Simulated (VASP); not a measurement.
# PtSe2 (P-3m1) in VASP: further runs, part 2 of 2

VASP 6.6.1. The steps go on from the part before.

**4. Single point, PBEsol**

This run uses another cell than the first one, of 19.84 Å³/atom, 0.979 times its volume.

File INCAR:

```
SYSTEM = PtSe2
PREC = Accurate ; ENCUT = 520
EDIFF = 1E-7 ; ISMEAR = -1
SIGMA = 0.15 ; LREAL = .FALSE.
LASPH = .TRUE. ; NELM = 100
ALGO = Normal ; ISIF = 2
LWAVE = .FALSE. ; LCHARG = .FALSE.
GGA = PS ; NBANDS = 18
```

File KPOINTS:

```
regular mesh
0
G
  12 12 8
  0 0 0
```

File POSCAR:

```
PtSe2
1.0
    3.7607971109      0.0000000000      0.0000000000
   -1.8803985554      3.2569458365      0.0000000000
    0.0000000000      0.0000000000      4.8587327403
Pt Se
1 2
Direct
    0.0000000000      0.0000000000      0.0000000000
    0.3333333333      0.6666666667      0.2611754914
    0.6666666667      0.3333333333      0.7388245086
```

Potentials or basis: VASP PAW PBE potentials, release 64 (Pt, Se).

Launch:

```sh
> cat potpaw_PBE.64/Pt/POTCAR potpaw_PBE.64/Se/POTCAR > POTCAR
> mpirun -np 1 vasp_std > vasp.out
```

OUTCAR:

```text
SYSTEM = PtSe2
   PREC = Accurate
   ENCUT = 520
   EDIFF = 1E-7
   ISMEAR = -1
   LREAL = .FALSE.
   LASPH = .TRUE.
   NELM = 100
   ISIF = 2
   GGA = PS

 ion  position               nearest neighbor table
   1  0.000  0.000  0.000-   2 2.51   3 2.51   2 2.51   3 2.51   3 2.51   2 2.51
   2  0.333  0.667  0.261-   1 2.51   1 2.51   1 2.51
   3  0.667  0.333  0.739-   1 2.51   1 2.51   1 2.51

  LATTYP: Found a hexagonal cell.
 ALAT       =     3.7607971109
 C/A-ratio  =     1.2919422657

  Lattice vectors:

 A1 = (   3.7607971109,   0.0000000000,   0.0000000000)
 A2 = (  -1.8803985554,   3.2569458365,   0.0000000000)
 A3 = (   0.0000000000,   0.0000000000,   4.8587327403)

Analysis of symmetry for initial positions (statically):
=====================================================================
 Subroutine PRICEL returns:
 Original cell was already a primitive cell.

 Routine SETGRP: Setting up the symmetry group for a
 hexagonal supercell.

 Subroutine GETGRP returns: Found 12 space group operations
 (whereof 12 operations were pure point group operations)
 out of a pool of 24 trial point group operations.

The static configuration has the point symmetry D_3d.

Analysis of symmetry for dynamics (positions and initial velocities):
=====================================================================
 Subroutine PRICEL returns:
 Original cell was already a primitive cell.

 Routine SETGRP: Setting up the symmetry group for a
 hexagonal supercell.

 Subroutine GETGRP returns: Found 12 space group operations
 (whereof 12 operations were pure point group operations)
 out of a pool of 24 trial point group operations.

The dynamic configuration has the point symmetry D_3d.

[... 107 lines left out ...]
   ISYM   =      2    0-nonsym 1-usesym 2-fastsym
   POTIM  = 0.5000    time-step for ionic-motion
   TEBEG  =    0.0;   TEEND  =   0.0 temperature during run
   PSTRESS=    0.0 pullay stress
   NELECT =      22.0000    total number of electrons
   NUPDOWN=      -1.0000    fix difference up-down
   EMIN   =  10.00;   EMAX   =-10.00  energy-range for DOS
   EFERMI =   0.00;   METHOD = LEGACY
   ISMEAR =    -1;   SIGMA  =   0.15  broadening in eV -4-tet -1-fermi 0-gaus
   EFERMI_NEDOS =   21; number of points for ismear=-14 and -15
   IALGO  =     38    algorithm
   IMIX   =      4    mixing-type and parameters
     AMIX     =   0.40;   BMIX     =  1.00
     AMIX_MAG =   1.60;   BMIX_MAG =  1.00
  volume/ion in A,a.u.               =      19.84       133.87
  Fermi-wavevector in a.u.,A,eV,Ry     =   1.174928  2.220292 18.782240  1.380456
  Thomas-Fermi vector in A             =   2.311317
   LORBIT       =      0    0 simple, 1 ext, 2 COOP (PROOUT), +10 PAW based schemes
   GGA     = PS    functional components
   LHFCALC =     F    Hartree Fock is set to
   AEXX    =    0.0000 exact exchange contribution
   IVDW    =     0    specifies the selected vdW correction
   LEPSILON=     F    determine dielectric tensor
   LRPA    =     F    only Hartree local field effects (RPA)
 non-spin polarized calculation
  energy-cutoff  :      520.00
  volume of cell :       59.51
 maximum number of plane-waves:      1620
   NGX = 13   NGY = 13   NGZ = 19

 number of electron      21.9999997 magnetization

 Free energy of the ion-electron system (eV)
  ---------------------------------------------------
  ext. energy  EPLUGINS =         0.00000000
  ---------------------------------------------------
  free energy    TOTEN  =       -15.93447082 eV

  energy without entropy =      -15.87466965  energy(sigma->0) =      -15.90457024

 E-fermi :   6.5040     XC(G=0): -10.9659

 val. band max:        6.4861020115   @ k =   0.0833   0.0833   0.0000
 cond. band min:       6.5042663291   @ k =   0.0833   0.0000   0.1250
 fundamental gap:      0.0181643175
 Fermi energy:         6.5039962210

 k-point     1 :       0.0000    0.0000    0.0000
  band No.  band energies     occupation
      1      -9.1498      2.00000
      2      -6.0681      2.00000
      3      -0.6114      2.00000
      4       0.2370      2.00000
      5       0.2370      2.00000
      6       2.7268      2.00000
[... 481 lines left out ...]
      5       0.7398      2.00000
      6       2.0574      2.00000
[... 10 lines left out ...]
     17      15.1240      0.00000
     18      15.1495      0.00000

 [... further k-points ...]
[... 5 lines left out ...]
  --------------------------------------------------------------------------------------
  -------------------------------------------------------------------------------------
  Total        0.0356762      0.0356762      0.0160235      0.0000000      0.0000000      0.0000000
  in kB        0.9604514      0.9604514      0.4313748      0.0000000      0.0000000      0.0000000
  external PRESSURE =       0.7840925 kB  Pullay stress =       0.0000000 kB

 VOLUME and BASIS-vectors are now :
 -----------------------------------------------------------------------------
  energy-cutoff  :      520.00
  volume of cell :       59.51
      direct lattice vectors                 reciprocal lattice vectors
     3.760797111  0.000000000  0.000000000     0.265901076  0.153518058  0.000000000
    -1.880398555  3.256945836  0.000000000     0.000000000  0.307036116  0.000000000
     0.000000000  0.000000000  4.858732740     0.000000000  0.000000000  0.205814984

 POSITION                                       TOTAL-FORCE (eV/Angst)
 -----------------------------------------------------------------------------------
      0.00000      0.00000      0.00000        -0.000000      0.000000      0.000000
     -0.00000      2.17130      1.26898        -0.000000      0.000000      0.014126
      1.88040      1.08565      3.58975         0.000000     -0.000000     -0.014126
 -----------------------------------------------------------------------------------
    total drift:                                0.000000     -0.000000      0.000000

  FREE ENERGIE OF THE ION-ELECTRON SYSTEM (eV)
  ---------------------------------------------------
  free  energy   TOTEN  =       -15.9344708248 eV

  energy  without entropy=      -15.8746696475  energy(sigma->0) =      -15.90457024
```

OSZICAR:

```text
N       E                     dE             d eps       ncg     rms          rms(c)
DAV:   1     0.108954074872E+03    0.10895E+03   -0.10112E+04  4764   0.108E+03
DAV:   2    -0.115866844751E+02   -0.12054E+03   -0.11642E+03  5778   0.213E+02
DAV:   3    -0.167057198307E+02   -0.51190E+01   -0.50750E+01  5580   0.434E+01
DAV:   4    -0.167445891812E+02   -0.38869E-01   -0.38848E-01  5914   0.414E+00
DAV:   5    -0.167449613640E+02   -0.37218E-03   -0.37217E-03  5640   0.395E-01    0.127E+01
DAV:   6    -0.161840137655E+02    0.56095E+00   -0.44191E+00  4872   0.185E+01    0.782E+00
DAV:   7    -0.159602189724E+02    0.22379E+00   -0.82366E-01  4828   0.890E+00    0.388E+00
DAV:   8    -0.159373230858E+02    0.22896E-01   -0.56713E-02  5170   0.157E+00    0.805E-01
DAV:   9    -0.159344611940E+02    0.28619E-02   -0.66897E-03  5134   0.767E-01    0.204E-01
DAV:  10    -0.159344743051E+02   -0.13111E-04   -0.11030E-03  5264   0.200E-01    0.359E-02
DAV:  11    -0.159344712635E+02    0.30415E-05   -0.50457E-05  5936   0.572E-02    0.230E-02
DAV:  12    -0.159344709156E+02    0.34791E-06   -0.30455E-06  5326   0.123E-02    0.565E-03
DAV:  13    -0.159344708248E+02    0.90830E-07   -0.66598E-07  5734   0.513E-03
   1 F= -.15934471E+02 E0= -.15904570E+02  d E =-.598012E-01
```

stdout:

```text
POSCAR found type information on POSCAR PtSe
 POSCAR found :  2 types and       3 ions
 scaLAPACK will be used
 -----------------------------------------------------------------------------
|                                                                             |
|                                                                             |
|     You enforced a specific xc type in the INCAR file but a different       |
|     I HOPE YOU KNOW WHAT YOU ARE DOING!                                     |
|                                                                             |
 -----------------------------------------------------------------------------

 LDA part: xc-table for (Slater+PW92), standard interpolation
 POSCAR, INCAR and KPOINTS ok, starting setup
 FFT: planning ... GRIDC
 FFT: planning ... GRID_SOFT
 FFT: planning ... GRID
 WAVECAR not read
 entering main loop
```

It took 2.1 min on 1 thread of Intel Xeon Platinum 8259CL at 2.50GHz (Skylake/Cascade Lake), shared host; peak memory 0.27 GiB.

Results:

```yaml
Free_energy: -15.9345 eV
Pressure: 0.1 GPa
Largest_force: 0.014 eV/Å
Band_gap_on_the_k_mesh: zero (band 11 reaches 7.31 eV, above the bottom of band 12 at 6.54 eV)
```

Forces in eV/Å, atoms in the order of the input:
```
Pt   0.000  0.000  0.000
Se   0.000  0.000  0.014
Se   0.000  0.000 -0.014
```

Levels at points of the mesh, in eV from the Fermi level:
| k point | band 9 | band 10 | band 11 | band 12 | band 13 | band 14 |
| --- | --- | --- | --- | --- | --- | --- |
| (0.00, 0.00, 0.00) | -0.96 | -0.96 | 0.81 | 1.25 | 1.25 | 3.33 |
| (0.50, 0.00, 0.00) | -3.29 | -3.23 | -2.86 | 0.60 | 2.57 | 4.99 |
| (0.00, 0.00, 0.50) | -1.62 | -1.59 | -1.59 | 2.42 | 2.42 | 4.93 |
| (0.50, 0.00, 0.50) | -3.04 | -2.63 | -1.08 | 0.78 | 1.54 | 4.84 |

Caveat: the PAW data sets were made with another functional, which shifts forces and pressure a little; spin-orbit coupling is left out, which moves the levels of the heavy elements.

**5. The runs side by side**

```csv
spin,cell,k mesh,smearing,gap on the mesh (eV),pressure (GPa),largest force (eV/Å)
off,"a = 3.724, b = 3.724, c = 5.062 Å, angles 90.0, 90.0, 120.0°, 3 atoms",6 × 6 × 4,gaussian 0.1 eV,none,2.2,0.35
"collinear, ferromagnetic start","a = 3.724, b = 3.724, c = 5.062 Å, angles 90.0, 90.0, 120.0°, 3 atoms",6 × 6 × 4,gaussian 0.1 eV,none,2.2,0.35
off,"a = 3.761, b = 3.761, c = 4.859 Å, angles 90.0, 90.0, 120.0°, 3 atoms",12 × 12 × 8,fermi-dirac 0.15 eV,none,0.1,0.01
```

Alike in all rows: task single point; level PBEsol; potentials or basis VASP PAW PBE potentials, release 64 (Pt, Se); cutoff (eV) 520.

Caveats: the PAW data sets were made with another functional, which shifts forces and pressure a little; spin-orbit coupling is left out, which moves the levels of the heavy elements.

Total energies depend on the potentials used, so only differences within one code and one set of settings carry meaning.
